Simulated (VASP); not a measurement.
Set up this calculation in VASP 6.6.1, as the native input.

* Task: single point
* Functional: r2SCAN
* Potentials or basis: VASP PAW PBE potentials, release 64 (Ba_sv, Cs_sv)
* Cutoff: 520 eV
* k mesh: 4 × 4 × 4
* Occupations: gaussian, width 0.1 eV
* Spin: no spin polarisation
* Dipole correction: no
* Further INCAR settings: ALGO = Normal; EDIFF = 1e-07; NBANDS = 28

CsBa3:

```
Ba Cs
1.0
     0.00000    5.22128    5.22128
     5.22128    0.00000    5.22128
     5.22128    5.22128    0.00000
Ba Cs
3 1
Cartesian
  5.2213 5.2213 5.2213
  7.8319 7.8319 7.8319
  2.6106 2.6106 2.6106
  0.0000 0.0000 0.0000
```

The input as run:

POSCAR

```
CsBa3
1.0
    0.0000000000      5.2212840000      5.2212840000
    5.2212840000      0.0000000000      5.2212840000
    5.2212840000      5.2212840000      0.0000000000
Ba Cs
3 1
Direct
    0.5000000000      0.5000000000      0.5000000000
    0.7500000000      0.7500000000      0.7500000000
    0.2500000000      0.2500000000      0.2500000000
    0.0000000000      0.0000000000      0.0000000000
```

INCAR.step1

```
PREC = Accurate
ENCUT = 520
ISMEAR = 0
SIGMA = 0.1
LREAL = False
LASPH = True
NELM = 80
NBANDS = 28
GGA = PE
ALGO = Normal
EDIFF = 1E-4
LWAVE = True
LCHARG = False
```

INCAR.step2

```
PREC = Accurate
ENCUT = 520
EDIFF = 1E-7
ISMEAR = 0
SIGMA = 0.1
LREAL = False
LASPH = True
NELM = 80
ALGO = Normal
ISIF = 2
LWAVE = False
LCHARG = True
METAGGA = R2SCAN
LMIXTAU = True
LELF = True
LVHAR = True
NBANDS = 28
ISTART = 1
```

KPOINTS

```
regular mesh
0
Gamma
  4 4 4
```

Potentials or basis: VASP PAW PBE potentials, release 64 (Ba_sv, Cs_sv).

Launch:

```console
$ cat potpaw_PBE.64/Ba_sv/POTCAR potpaw_PBE.64/Cs_sv/POTCAR > POTCAR
$ cp INCAR.step1 INCAR
$ mpirun -np 1 vasp_std > vasp.out
$ cp INCAR.step2 INCAR
$ mpirun -np 1 vasp_std > vasp.out
```

It gave:

```
Pressure : 0.3 GPa
```

Caveat: the PAW data sets were made with another functional, which shifts forces and pressure a little.

It took 3.6 min on 1 thread of Intel(R) Xeon(R) 6975P-C (Granite Rapids) (shared host), peak memory 0.48 GiB.
